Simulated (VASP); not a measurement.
# Os (Fm-3m) in VASP: single point with r2SCAN

Aim: the single point of Os with r2SCAN.

Everything below comes from runs of VASP 6.6.1. Logs are shortened: lines on timing, memory, paths and dates and some standing lists are left out, and cuts for length are marked.

### 1 The cell of the first run

It takes space group Fm-3m (No. 225, cubic). The conventional cell has a = 3.832 Å, b = 3.832 Å, c = 3.832 Å, α = 90.00°, β = 90.00°, γ = 90.00°. Within 3.6 Å of Os (site symmetry m-3m) lie 12 Os at 2.71 Å.

This isn't the form of Os at room conditions, which is hcp.

### 2 Single point, r2SCAN

POSCAR

```
Os
1.0
    0.0000000000     -1.9159196109     -1.9159196109
    1.9159196109      0.0000000000     -1.9159196109
    1.9159196109     -1.9159196109      0.0000000000
Os
1
Direct
    0.0000000000      0.0000000000      0.0000000000
```

INCAR.step1

```
  ALGO = Normal
  EDIFF = 1E-5
  ENCUT = 620
  GGA = PE
  GGA_COMPAT = F
  ISMEAR = 0
  LASPH = T
  LCHARG = F
  LREAL = F
  LWAVE = T
  NBANDS = 14
  NELM = 120
  PREC = Accurate
  SIGMA = 0.1
```

INCAR.step2

```
  ALGO = Normal
  EDIFF = 1E-6
  ENCUT = 620
  GGA_COMPAT = F
  ISIF = 2
  ISMEAR = 0
  ISTART = 1
  LASPH = T
  LCHARG = F
  LMIXTAU = T
  LREAL = F
  LWAVE = F
  METAGGA = R2SCAN
  NBANDS = 14
  NELM = 120
  PREC = Accurate
  SIGMA = 0.1
```

KPOINTS

```
k-points
0
Gamma
  18 18 18
```

Potentials or basis: VASP PAW PBE potentials, release 64 (Os_sv_GW).

Run with:

```
$ cat potpaw_PBE.64/Os_sv_GW/POTCAR > POTCAR
$ cp INCAR.step1 INCAR
$ mpirun -np 1 vasp_std > vasp.out
$ cp INCAR.step2 INCAR
$ mpirun -np 1 vasp_std > vasp.out
```

OUTCAR:

```text
EDIFF = 1E-6
   ENCUT = 620
   ISIF = 2
   ISMEAR = 0
   ISTART = 1
   LASPH = T
   LREAL = F
   METAGGA = R2SCAN
   NELM = 120
   PREC = Accurate

 ion  position               nearest neighbor table
   1  0.000  0.000  0.000-

  LATTYP: Found a face centered cubic cell.
 ALAT       =     3.8318392218

  Lattice vectors:

 A1 = (   0.0000000000,  -1.9159196109,  -1.9159196109)
 A2 = (   1.9159196109,   0.0000000000,  -1.9159196109)
 A3 = (   1.9159196109,  -1.9159196109,   0.0000000000)

Analysis of symmetry for initial positions (statically):
=====================================================================
 Subroutine PRICEL returns:
 Original cell was already a primitive cell.

 Routine SETGRP: Setting up the symmetry group for a
 face centered cubic supercell.

 Subroutine GETGRP returns: Found 48 space group operations
 (whereof 48 operations were pure point group operations)
 out of a pool of 48 trial point group operations.

The static configuration has the point symmetry O_h .

Analysis of symmetry for dynamics (positions and initial velocities):
=====================================================================
 Subroutine PRICEL returns:
 Original cell was already a primitive cell.

 Routine SETGRP: Setting up the symmetry group for a
 face centered cubic supercell.

 Subroutine GETGRP returns: Found 48 space group operations
 (whereof 48 operations were pure point group operations)
 out of a pool of 48 trial point group operations.

The dynamic configuration has the point symmetry O_h .

 Subroutine INISYM returns: Found 48 space group operations
 (whereof 48 operations are pure point group operations),
 and found     1 'primitive' translations

----------------------------------------------------------------------------------------

                                     Primitive cell

  volume of cell :      14.0657

  direct lattice vectors                    reciprocal lattice vectors
     0.000000000 -1.915919611 -1.915919611    -0.260971284 -0.260971284 -0.260971284
     1.915919611  0.000000000 -1.915919611     0.260971284  0.260971284 -0.260971284
     1.915919611 -1.915919611  0.000000000     0.260971284 -0.260971284  0.260971284

  length of vectors
     2.709519498  2.709519498  2.709519498     0.452015522  0.452015522  0.452015522

  position of ions in fractional coordinates (direct lattice)
     0.000000000  0.000000000  0.000000000

  ion indices of the primitive-cell ions
   primitive index   ion index
                 1           1

----------------------------------------------------------------------------------------

 KPOINTS: k-points

Automatic generation of k-mesh.
 Grid dimensions read from file:
 generate k-points for:   18   18   18

 Generating k-lattice:

  Cartesian coordinates                     Fractional coordinates (reciprocal lattice)
    -0.014498405 -0.014498405 -0.014498405     0.055555556  0.000000000  0.000000000
     0.014498405  0.014498405 -0.014498405     0.000000000  0.055555556  0.000000000
     0.014498405 -0.014498405  0.014498405     0.000000000  0.000000000  0.055555556

  Length of vectors
     0.025111973  0.025111973  0.025111973

  Shift w.r.t. Gamma in fractional coordinates (k-lattice)
     0.000000000  0.000000000  0.000000000

 Subroutine IBZKPT returns following result:
 ===========================================

 Found    195 irreducible k-points:

 Following reciprocal coordinates:
            Coordinates               Weight
  0.000000  0.000000  0.000000      1.000000
  0.055556  0.000000  0.000000      8.000000
  0.111111  0.000000  0.000000      8.000000
  0.166667  0.000000  0.000000      8.000000
  0.222222  0.000000  0.000000      8.000000
  0.277778  0.000000  0.000000      8.000000
[... 16 lines left out ...]
 -0.277778  0.055556  0.000000     24.000000
 -0.222222  0.055556  0.000000     24.000000
 [... further k-points ...]
   k-points           NKPTS =    195   k-points in BZ     NKDIM =    195   number of bands    NBANDS=     14
   number of dos      NEDOS =    301   number of ions     NIONS =      1
   total plane-waves  NPLWV =  13824
   dimension x,y,z NGX =    24 NGY =   24 NGZ =   24
   dimension x,y,z NGXF=    48 NGYF=   48 NGZF=   48
   ions per type =               1
   NGX,Y,Z   is equivalent  to a cutoff of  14.73, 14.73, 14.73 a.u.
   NGXF,Y,Z  is equivalent  to a cutoff of  29.45, 29.45, 29.45 a.u.
 SYSTEM =  unknown system
   PREC   = accura    normal or accurate (medium, high low for compatibility)
   ISTART =      1    job   : 0-new  1-cont  2-samecut
   ICHARG =      0    charge: 1-file 2-atom 10-const
   ISPIN  =      1    spin polarized calculation?
   LNONCOLLINEAR =      F non collinear calculations
   LSORBIT =      F    spin-orbit coupling
   LASPH  =      T    aspherical Exc in radial PAW
   ENCUT  =  620.0 eV  45.57 Ry    6.75 a.u.   5.50  5.50  5.50*2*pi/ulx,y,z
   NELM   =    120;   NELMIN=  2; NELMDL=  0     # of ELM steps
   EDIFF  = 0.1E-05   stopping-criterion for ELM
   LREAL  =      F    real-space projection
   EDIFFG = 0.1E-04   stopping-criterion for IOM
   NSW    =      0    number of steps for IOM
   IBRION =     -1    ionic relax: 0-MD 1-quasi-New 2-CG
   NFREE  =      0    steps in history (QN), initial steepest desc. (CG)
   ISIF   =      2    stress and relaxation
   ISYM   =      2    0-nonsym 1-usesym 2-fastsym
   POTIM  = 0.5000    time-step for ionic-motion
   TEBEG  =    0.0;   TEEND  =   0.0 temperature during run
   PSTRESS=    0.0 pullay stress
   NELECT =      16.0000    total number of electrons
   NUPDOWN=      -1.0000    fix difference up-down
   EMIN   =  10.00;   EMAX   =-10.00  energy-range for DOS
   EFERMI =   0.00;   METHOD = LEGACY
   ISMEAR =     0;   SIGMA  =   0.10  broadening in eV -4-tet -1-fermi 0-gaus
   EFERMI_NEDOS =   21; number of points for ismear=-14 and -15
   IALGO  =     38    algorithm
   IMIX   =      4    mixing-type and parameters
     AMIX     =   0.40;   BMIX     =  1.00
     AMIX_MAG =   1.60;   BMIX_MAG =  1.00
  volume/ion in A,a.u.               =      14.07        94.92
  Fermi-wavevector in a.u.,A,eV,Ry     =   1.708943  3.229434 39.735621  2.920486
  Thomas-Fermi vector in A             =   2.787518
   LORBIT       =      0    0 simple, 1 ext, 2 COOP (PROOUT), +10 PAW based schemes
   METAGGA = R2SCAN    functional components
   LHFCALC =     F    Hartree Fock is set to
   AEXX    =    0.0000 exact exchange contribution
   IVDW    =     0    specifies the selected vdW correction
   LEPSILON=     F    determine dielectric tensor
   LRPA    =     F    only Hartree local field effects (RPA)
 non-spin polarized calculation
 Gauss-broadening in eV      SIGMA  =   0.10
  energy-cutoff  :      620.00
  volume of cell :       14.07
 maximum number of plane-waves:       531
 NGX is ok and might be reduce to    24
   NGX = 11   NGY = 11   NGZ = 11

 number of electron      16.0000000 magnetization

 Free energy of the ion-electron system (eV)
  ---------------------------------------------------
  ext. energy  EPLUGINS =         0.00000000
  ---------------------------------------------------
  free energy    TOTEN  =       -53.94346971 eV

  energy without entropy =      -53.93992940  energy(sigma->0) =      -53.94169956

 E-fermi :  13.3085     XC(G=0): -15.9786

 val. band max:       13.2684002601   @ k =  -0.2778   0.1667   0.0000
 cond. band min:      13.3315391000   @ k =  -0.2222   0.2778   0.0556
 fundamental gap:      0.0631388399
 Fermi energy:        13.3084993670

 k-point     1 :       0.0000    0.0000    0.0000
  band No.  band energies     occupation
      1     -75.2536      2.00000
      2     -33.4308      2.00000
      3     -33.4308      2.00000
      4     -33.4308      2.00000
      5       2.1065      2.00000
      6      10.2821      2.00000
      7      10.2821      2.00000
      8      10.2821      2.00000
      9      13.4100      0.15119
     10      13.4100      0.15119
     11      27.2904      0.00000
     12      33.3738      0.00000
     13      33.3738      0.00000
     14      33.3738      0.00000

 k-point     2 :       0.0556    0.0000    0.0000
  band No.  band energies     occupation
      1     -75.2503      2.00000
      2     -33.4670      2.00000
      3     -33.4355      2.00000
      4     -33.4355      2.00000
      5       2.2587      2.00000
      6      10.1862      2.00000
      7      10.3505      2.00000
      8      10.3505      2.00000
      9      13.3583      0.48153
     10      13.3583      0.48153
     11      27.5734      0.00000
     12      32.7060      0.00000
     13      33.6405      0.00000
     14      33.6405      0.00000

 k-point     3 :       0.1111    0.0000    0.0000
  band No.  band energies     occupation
      1     -75.2404      2.00000
      2     -33.5703      2.00000
      3     -33.4490      2.00000
      4     -33.4490      2.00000
      5       2.6981      2.00000
      6       9.9405      2.00000
      7      10.5290      2.00000
      8      10.5290      2.00000
      9      13.2438      1.63996
     10      13.2438      1.63996
     11      28.3473      0.00000
     12      31.3674      0.00000
     13      34.4180      0.00000
     14      34.4180      0.00000

 k-point     4 :       0.1667    0.0000    0.0000
  band No.  band energies     occupation
      1     -75.2257      2.00000
      2     -33.7269      2.00000
      3     -33.4698      2.00000
      4     -33.4698      2.00000
      5       3.3663      2.00000
      6       9.6585      2.00000
      7      10.7262      2.00000
      8      10.7262      2.00000
      9      13.1908      1.90391
     10      13.1908      1.90390
     11      29.1399      0.00000
     12      30.2568      0.00000
     13      35.6447      0.00000
     14      35.6447      0.00000

 k-point     5 :       0.2222    0.0000    0.0000
  band No.  band energies     occupation
      1     -75.2076      2.00000
      2     -33.9156      2.00000
      3     -33.4952      2.00000
      4     -33.4952      2.00000
      5       4.1434      2.00000
      6       9.5096      2.00000
      7      10.7981      2.00000
      8      10.7981      2.00000
      9      13.3743      0.35217
     10      13.3743      0.35217
     11      28.2838      0.00000
[... 276 lines left out ...]
 k-point    22 :      -0.3333    0.0556    0.0000
  band No.  band energies     occupation
      1     -75.1632      2.00000
      2     -34.3423      2.00000
      3     -33.5922      2.00000
      4     -33.5462      2.00000
      5       5.4338      2.00000
      6      10.3279      2.00000
      7      10.4926      2.00000
      8      10.5592      2.00000
      9      14.3483      0.00000
     10      15.4039      0.00000
     11      25.5616      0.00000
     12      29.1627      0.00000
     13      35.2754      0.00000
     14      37.2586      0.00000

 k-point    23 :      -0.2778    0.0556    0.0000
  band No.  band energies     occupation
      1     -75.1802      2.00000
      2     -34.1747      2.00000
      3     -33.5698      2.00000
      4     -33.5195      2.00000
      5       5.1328      2.00000
      6       9.7256      2.00000
      7      10.5734      2.00000
      8      10.7137      2.00000
      9      13.5978      0.00004
     10      14.6852      0.00000
     11      26.8586      0.00000
     12      30.5661      0.00000
     13      36.5884      0.00000
     14      37.9339      0.00000

 k-point    24 :      -0.2222    0.0556    0.0000
  band No.  band energies     occupation
      1     -75.1990      2.00000
      2     -33.9852      2.00000
      3     -33.5422      2.00000
      4     -33.4922      2.00000
      5       4.5219      2.00000
      6       9.3931      2.00000
      7      10.7647      2.00000
      8      10.8846      2.00000
      9      13.0190      1.99996
     10      14.0474      0.00000
     11      28.0836      0.00000
     12      31.0794      0.00000
     13      36.4896      0.00000
     14      37.9165      0.00000

 [... further k-points ...]

------------------------ aborting loop because EDIFF is reached ----------------------------------------

  FORCE on cell =-STRESS in cart. coord.  units (eV):
  Direction    XX          YY          ZZ          XY          YZ          ZX
  --------------------------------------------------------------------------------------
  -------------------------------------------------------------------------------------
  Total       -0.0647712     -0.0647712     -0.0647712      0.0000000      0.0000000      0.0000000
  in kB       -7.3778683     -7.3778683     -7.3778683      0.0000000      0.0000000      0.0000000
  external PRESSURE =      -7.3778683 kB  Pullay stress =       0.0000000 kB

 VOLUME and BASIS-vectors are now :
 -----------------------------------------------------------------------------
  energy-cutoff  :      620.00
  volume of cell :       14.07
      direct lattice vectors                 reciprocal lattice vectors
     0.000000000 -1.915919611 -1.915919611    -0.260971284 -0.260971284 -0.260971284
     1.915919611  0.000000000 -1.915919611     0.260971284  0.260971284 -0.260971284
     1.915919611 -1.915919611  0.000000000     0.260971284 -0.260971284  0.260971284

 POSITION                                       TOTAL-FORCE (eV/Angst)
 -----------------------------------------------------------------------------------
      0.00000      0.00000      0.00000        -0.000000     -0.000000     -0.000000
 -----------------------------------------------------------------------------------
    total drift:                                0.000000     -0.000000     -0.000000

  FREE ENERGIE OF THE ION-ELECTRON SYSTEM (eV)
  ---------------------------------------------------
  free  energy   TOTEN  =       -53.9434697103 eV

  energy  without entropy=      -53.9399294017  energy(sigma->0) =      -53.94169956
```

Run time: 69 s. Hardware: 1 thread of Intel Xeon 6975P-C (Granite Rapids), shared host; peak memory 0.19 GiB.

What came out:

```
Free energy            : -53.9435 eV
Pressure               : -0.7 GPa
Band gap on the k mesh : zero (bands 8 and 9 overlap by 3.96 eV)
```

Levels at points of the mesh, in eV from the Fermi level:
```tsv
k point	band 6	band 7	band 8	band 9	band 10	band 11
(0.00, 0.00, 0.00)	-3.03	-3.03	-3.03	0.10	0.10	13.98
(0.50, 0.00, 0.00)	-3.21	-3.21	-0.24	2.61	2.61	9.50
(0.50, 0.50, 0.00)	-7.09	2.40	2.54	3.33	3.33	12.56
```

Caveat: the PAW data sets were made with another functional, which shifts forces and pressure a little; spin-orbit coupling is left out, which moves the levels of the heavy elements.

The gap in the log of VASP goes by the Fermi energy; the results here count the filled bands.